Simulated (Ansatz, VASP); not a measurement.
**One calculation of Sb, two programs**

```
Sb
1.0
     3.06292    0.00000    0.00000
     0.00000    3.06292    0.00000
     0.00000    0.00000    3.06292
Sb
1
Direct
  0.00000 0.00000 0.00000
```

Alike in both runs: functional PBEsol; k mesh 14 × 14 × 14; occupations fermi-dirac, width 0.15 eV; no spin polarisation.

Ansatz relaxed the structure, and its values are those at the end. VASP's run is a single point on that final structure, the one shown.

```csv
,VASP,Ansatz
version,VASP 6.6.1,Ansatz 0.2.0
potentials or method,"VASP PAW PBE potentials, release 64 (Sb), cutoff 520 eV","scalar-relativistic, plane waves, PAW"
valence electrons in the cell,5,15
```

VASP gave:

| Quantity | Value |
| --- | --- |
| gap on the k mesh at the Fermi level (eV) | none |
| pressure (GPa) | 0.1 |

Which values does Ansatz return?

gap on the k mesh at the Fermi level (eV): none; pressure (GPa): 0.0.

VASP's potentials were made for PBE, not for PBEsol, and Ansatz warns of the same on its side. A gap of «none» marks a metal or a gap that the smearing closes. VASP's potentials hold 5 valence electrons a cell and Ansatz's 15, so a difference there can come from the potentials and not from the codes.

Neither program's run includes spin-orbit coupling.
